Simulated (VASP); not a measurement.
# Ru in VASP: single point with PBEsol

Aim: the single point of Ru with PBEsol.

Everything below comes from runs of VASP 6.6.1. Logs are shortened: lines on timing, memory, paths and dates and some standing lists are left out, and cuts for length are marked.

### Step 1. The cell of the first run

The typed cell holds 1 atom: a = 2.633 Å, b = 2.633 Å, c = 3.040 Å, α = 54.73°, β = 54.73°, γ = 70.53°.

### Step 2. Single point, PBEsol

File INCAR:

```
SYSTEM = Ru
PREC     = Accurate       ! precision mode
ENCUT    = 520            ! plane-wave cutoff, eV
EDIFF    = 1E-6           ! SCF threshold, eV
ISMEAR   = 0              ! smearing method
SIGMA    = 0.15           ! smearing width, eV
LREAL    = .False.        ! projectors in reciprocal space
LASPH    = .True.         ! aspherical terms in the spheres
NELM     = 60             ! most SCF steps
ALGO     = Fast           ! electronic algorithm
ISIF     = 2              ! what is computed and relaxed
LWAVE    = .False.        ! write WAVECAR
LCHARG   = .False.        ! write CHGCAR
GGA      = PS             ! functional
NBANDS   = 13             ! bands
```

File KPOINTS:

```
regular mesh
0
Gamma
  24 24 24
  0 0 0
```

File POSCAR:

```
Ru
1.0
    0.0000000000      2.1496230338      1.5197834849
    2.1496230338      0.0000000000      1.5197834849
    2.1496230338      2.1496230338      0.0000000000
Ru
1
Direct
    0.0000000000      0.0000000000      0.0000000000
```

Potentials or basis: VASP PAW PBE potentials, release 64 (Ru_pv).

Command:

```
$ cat potpaw_PBE.64/Ru_pv/POTCAR > POTCAR
$ mpirun -np 1 vasp_std > vasp.out
```

OUTCAR:

```text
SYSTEM = Ru
   PREC = Accurate
   ENCUT = 520
   EDIFF = 1E-6
   ISMEAR = 0
   LREAL = .False.
   LASPH = .True.
   NELM = 60
   ISIF = 2
   GGA = PS

 ion  position               nearest neighbor table
   1  0.000  0.000  0.000-

  LATTYP: Found a body centered tetragonal cell.
 ALAT       =     3.0400260484
 C/A-ratio  =     0.9998489886

  Lattice vectors:

 A1 = (   0.0000000000,  -2.1496230338,  -1.5197834849)
 A2 = (   0.0000000000,   2.1496230338,  -1.5197834849)
 A3 = (   2.1496230338,   0.0000000000,   1.5197834849)

Analysis of symmetry for initial positions (statically):
=====================================================================
 Subroutine PRICEL returns:
 Original cell was already a primitive cell.

 Routine SETGRP: Setting up the symmetry group for a
 body centered tetragonal supercell.

 Subroutine GETGRP returns: Found 16 space group operations
 (whereof 16 operations were pure point group operations)
 out of a pool of 16 trial point group operations.

The static configuration has the point symmetry D_4h.

Analysis of symmetry for dynamics (positions and initial velocities):
=====================================================================
 Subroutine PRICEL returns:
 Original cell was already a primitive cell.

 Routine SETGRP: Setting up the symmetry group for a
 body centered tetragonal supercell.

 Subroutine GETGRP returns: Found 16 space group operations
 (whereof 16 operations were pure point group operations)
 out of a pool of 16 trial point group operations.

The dynamic configuration has the point symmetry D_4h.

 Subroutine INISYM returns: Found 16 space group operations
 (whereof 16 operations are pure point group operations),
 and found     1 'primitive' translations

----------------------------------------------------------------------------------------

                                     Primitive cell

  volume of cell :      14.0455

  direct lattice vectors                    reciprocal lattice vectors
     0.000000000  2.149623034  1.519783485    -0.232598922  0.232598922  0.328994232
     2.149623034  0.000000000  1.519783485     0.232598922 -0.232598922  0.328994232
     2.149623034  2.149623034  0.000000000     0.232598922  0.232598922 -0.328994232

  length of vectors
     2.632607268  2.632607268  3.040026048     0.465232975  0.465232975  0.465232975

  position of ions in fractional coordinates (direct lattice)
     0.000000000  0.000000000  0.000000000

  ion indices of the primitive-cell ions
   primitive index   ion index
                 1           1

----------------------------------------------------------------------------------------

 KPOINTS: regular mesh

Automatic generation of k-mesh.
 Grid dimensions read from file:
 generate k-points for:   24   24   24

 Generating k-lattice:

  Cartesian coordinates                     Fractional coordinates (reciprocal lattice)
    -0.009691622  0.009691622  0.013708093     0.041666667 -0.000000000  0.000000000
     0.009691622 -0.009691622  0.013708093    -0.000000000  0.041666667  0.000000000
     0.009691622  0.009691622 -0.013708093     0.000000000  0.000000000  0.041666667

  Length of vectors
     0.019384707  0.019384707  0.019384707

  Shift w.r.t. Gamma in fractional coordinates (k-lattice)
     0.000000000  0.000000000  0.000000000

 Subroutine IBZKPT returns following result:
 ===========================================

 Found   1063 irreducible k-points:

 Following reciprocal coordinates:
            Coordinates               Weight
  0.000000  0.000000  0.000000      1.000000
  0.041667  0.000000  0.000000      8.000000
  0.083333 -0.000000  0.000000      8.000000
  0.125000  0.000000  0.000000      8.000000
  0.166667 -0.000000  0.000000      8.000000
  0.208333 -0.000000  0.000000      8.000000
[... 16 lines left out ...]
  0.416667  0.041667  0.000000      8.000000
  0.458333  0.041667  0.000000      8.000000
 [... further k-points ...]
   k-points           NKPTS =   1063   k-points in BZ     NKDIM =   1063   number of bands    NBANDS=     13
   number of dos      NEDOS =    301   number of ions     NIONS =      1
   total plane-waves  NPLWV =   9600
   dimension x,y,z NGX =    20 NGY =   20 NGZ =   24
   dimension x,y,z NGXF=    40 NGYF=   40 NGZF=   48
   ions per type =               1
   NGX,Y,Z   is equivalent  to a cutoff of  12.63, 12.63, 13.12 a.u.
   NGXF,Y,Z  is equivalent  to a cutoff of  25.26, 25.26, 26.25 a.u.
 SYSTEM =  Ru
   PREC   = accura    normal or accurate (medium, high low for compatibility)
   ISTART =      0    job   : 0-new  1-cont  2-samecut
   ICHARG =      2    charge: 1-file 2-atom 10-const
   ISPIN  =      1    spin polarized calculation?
   LNONCOLLINEAR =      F non collinear calculations
   LSORBIT =      F    spin-orbit coupling
   LASPH  =      T    aspherical Exc in radial PAW
   ENCUT  =  520.0 eV  38.22 Ry    6.18 a.u.   4.89  4.89  5.65*2*pi/ulx,y,z
   NELM   =     60;   NELMIN=  2; NELMDL= -5     # of ELM steps
   EDIFF  = 0.1E-05   stopping-criterion for ELM
   LREAL  =      F    real-space projection
   EDIFFG = 0.1E-04   stopping-criterion for IOM
   NSW    =      0    number of steps for IOM
   IBRION =     -1    ionic relax: 0-MD 1-quasi-New 2-CG
   NFREE  =      0    steps in history (QN), initial steepest desc. (CG)
   ISIF   =      2    stress and relaxation
   ISYM   =      2    0-nonsym 1-usesym 2-fastsym
   POTIM  = 0.5000    time-step for ionic-motion
   TEBEG  =    0.0;   TEEND  =   0.0 temperature during run
   PSTRESS=    0.0 pullay stress
   NELECT =      14.0000    total number of electrons
   NUPDOWN=      -1.0000    fix difference up-down
   EMIN   =  10.00;   EMAX   =-10.00  energy-range for DOS
   EFERMI =   0.00;   METHOD = LEGACY
   ISMEAR =     0;   SIGMA  =   0.15  broadening in eV -4-tet -1-fermi 0-gaus
   EFERMI_NEDOS =   21; number of points for ismear=-14 and -15
   IALGO  =     68    algorithm
   IMIX   =      4    mixing-type and parameters
     AMIX     =   0.40;   BMIX     =  1.00
     AMIX_MAG =   1.60;   BMIX_MAG =  1.00
  volume/ion in A,a.u.               =      14.05        94.78
  Fermi-wavevector in a.u.,A,eV,Ry     =   1.635330  3.090326 36.386117  2.674304
  Thomas-Fermi vector in A             =   2.726821
   LORBIT       =      0    0 simple, 1 ext, 2 COOP (PROOUT), +10 PAW based schemes
   GGA     = PS    functional components
   LHFCALC =     F    Hartree Fock is set to
   AEXX    =    0.0000 exact exchange contribution
   IVDW    =     0    specifies the selected vdW correction
   LEPSILON=     F    determine dielectric tensor
   LRPA    =     F    only Hartree local field effects (RPA)
 non-spin polarized calculation
 RMM-DIIS sequential band-by-band and
 Gauss-broadening in eV      SIGMA  =   0.15
  energy-cutoff  :      520.00
  volume of cell :       14.05
 maximum number of plane-waves:       394
   NGX =  9   NGY =  9   NGZ = 11

 number of electron      13.9999998 magnetization

 Free energy of the ion-electron system (eV)
  ---------------------------------------------------
  ext. energy  EPLUGINS =         0.00000000
  ---------------------------------------------------
  free energy    TOTEN  =        -9.51458155 eV

  energy without entropy =       -9.49333248  energy(sigma->0) =       -9.50395702

 E-fermi :  12.2485     XC(G=0): -14.0611

 val. band max:       12.2485360964   @ k =  -0.4583   0.0833   0.4583
 cond. band min:      12.2499362430   @ k =  -0.4583   0.0833   0.1667
 fundamental gap:      0.0014001466
 Fermi energy:        12.2485488625

 k-point     1 :       0.0000    0.0000    0.0000
  band No.  band energies     occupation
      1     -30.2609      2.00000
      2     -30.2609      2.00000
      3     -30.2608      2.00000
      4       4.2232      2.00000
      5       9.4594      2.00000
      6       9.4609      2.00000
      7       9.4609      2.00000
      8      12.1534      1.63047
      9      12.1551      1.62146
     10      22.6513      0.00000
     11      29.3464      0.00000
     12      29.3464      0.00000
     13      29.3494      0.00000

 k-point     2 :       0.0417    0.0000    0.0000
  band No.  band energies     occupation
      1     -30.2783      2.00000
      2     -30.2665      2.00000
      3     -30.2609      2.00000
      4       4.2999      2.00000
      5       9.4246      2.00000
      6       9.4590      2.00000
      7       9.5256      2.00000
      8      12.1064      1.81991
      9      12.1558      1.61795
     10      22.6511      0.00000
     11      29.3916      0.00000
     12      29.4346      0.00000
     13      29.4652      0.00000

 k-point     3 :       0.0833   -0.0000    0.0000
  band No.  band energies     occupation
      1     -30.3292      2.00000
      2     -30.2828      2.00000
      3     -30.2610      2.00000
      4       4.5243      2.00000
      5       9.3221      2.00000
      6       9.4495      2.00000
      7       9.7200      2.00000
      8      11.9805      1.98849
      9      12.1628      1.58111
     10      22.6511      0.00000
     11      29.4993      0.00000
     12      29.6515      0.00000
     13      29.8162      0.00000
[... 305 lines left out ...]
 k-point    23 :       0.4167    0.0417    0.0000
  band No.  band energies     occupation
      1     -31.1669      2.00000
      2     -30.5667      2.00000
      3     -30.2763      2.00000
      4       6.2549      2.00000
      5       7.8856      2.00000
      6      11.4638      2.00000
      7      12.1493      1.65061
      8      13.3758      0.00000
      9      14.1561      0.00000
     10      22.6421      0.00000
     11      23.5487      0.00000
     12      26.3669      0.00000
     13      31.1529      0.00000

 k-point    24 :       0.4583    0.0417    0.0000
  band No.  band energies     occupation
      1     -31.2129      2.00000
      2     -30.5824      2.00000
      3     -30.2763      2.00000
      4       6.1744      2.00000
      5       7.8112      2.00000
      6      11.7711      1.99999
      7      12.1215      1.76916
      8      13.8675      0.00000
      9      14.5301      0.00000
     10      22.5674      0.00000
     11      22.7609      0.00000
     12      26.0765      0.00000
     13      30.5079      0.00000

 [... further k-points ...]
[... 5 lines left out ...]
  --------------------------------------------------------------------------------------
  -------------------------------------------------------------------------------------
  Total       -0.5613571     -0.5613571     -0.5662335      0.0000000      0.0000000      0.0000000
  in kB      -64.0344220    -64.0344220    -64.5906735      0.0000000      0.0000000      0.0000000
  external PRESSURE =     -64.2198392 kB  Pullay stress =       0.0000000 kB

 VOLUME and BASIS-vectors are now :
 -----------------------------------------------------------------------------
  energy-cutoff  :      520.00
  volume of cell :       14.05
      direct lattice vectors                 reciprocal lattice vectors
     0.000000000  2.149623034  1.519783485    -0.232598922  0.232598922  0.328994232
     2.149623034  0.000000000  1.519783485     0.232598922 -0.232598922  0.328994232
     2.149623034  2.149623034  0.000000000     0.232598922  0.232598922 -0.328994232

 POSITION                                       TOTAL-FORCE (eV/Angst)
 -----------------------------------------------------------------------------------
      0.00000      0.00000      0.00000        -0.000000      0.000000      0.000000
 -----------------------------------------------------------------------------------
    total drift:                                0.000000     -0.000000      0.000000

  FREE ENERGIE OF THE ION-ELECTRON SYSTEM (eV)
  ---------------------------------------------------
  free  energy   TOTEN  =        -9.5145815511 eV

  energy  without entropy=       -9.4933324799  energy(sigma->0) =       -9.50395702
```

Wall time 81 s (1 thread of Intel Xeon 6975P-C (Granite Rapids), shared host); peak memory 0.28 GiB.

Results:

```
Free energy            : -9.5146 eV
Pressure               : -6.4 GPa
Band gap on the k mesh : zero (band 7 reaches 14.06 eV, above the bottom of band 8 at 10.42 eV)
```

Levels at points of the mesh, in eV from the Fermi level:
```
           k point  band 4  band 5  band 6  band 7  band 8  band 9  band 10  band 11
(0.00, 0.00, 0.00)   -8.03   -2.79   -2.79   -2.79   -0.10   -0.09    10.40    17.10
(0.50, 0.00, 0.00)   -6.16   -4.53   -0.11    0.36    1.12    2.43    10.09    10.43
(0.50, 0.50, 0.00)   -6.24   -6.24    1.82    1.82    1.82    9.22     9.22     9.22
(0.50, 0.00, 0.50)   -6.16   -4.53   -0.11    0.36    1.12    2.43    10.09    10.43
```

Caveat: the PAW data sets were made with another functional, which shifts forces and pressure a little.
